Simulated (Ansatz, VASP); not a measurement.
**One calculation of C, two programs**

```
CELL_PARAMETERS angstrom
2.46125 0.00000 0.00000
-1.23062 2.13150 0.00000
0.00000 0.00000 4.16527
ATOMIC_POSITIONS crystal
C 0.33333 0.66667 0.00006
C 0.66667 0.33333 0.50006
C 0.33333 0.66667 0.37394
C 0.66667 0.33333 0.87394
```

Change from the starting cell: strained cell.

Alike in both runs: functional PBEsol; k mesh 9 × 9 × 6; occupations gaussian, width 0.02 eV; no spin polarisation.

Ansatz relaxed the structure, and its values are those at the end. VASP's run is a single point on that final structure, the one shown.

|  | VASP | Ansatz |
| --- | --- | --- |
| version | VASP 6.6.1 | Ansatz 0.2.0 |
| potentials or method | VASP PAW PBE potentials, release 64 (C), cutoff 520 eV | scalar-relativistic, plane waves, PAW |
| valence electrons in the cell | 16 | 16 |

|  | VASP | Ansatz | Ansatz less VASP |
| --- | --- | --- | --- |
| gap on the k mesh at the Fermi level (eV) | 2.87 | 2.90 | +0.021 |
| least direct gap on the mesh (eV) | 4.93 | 4.94 | +0.003 |
| pressure (GPa) | 15.1 | 13.9 | -1.29 |
| rms of the force components (eV/Å) | 0.007 | 0.000 | -0.0071 |

VASP's potentials were made for PBE, not for PBEsol, and Ansatz warns of the same on its side. Ansatz's warnings: stress scf threshold loose.
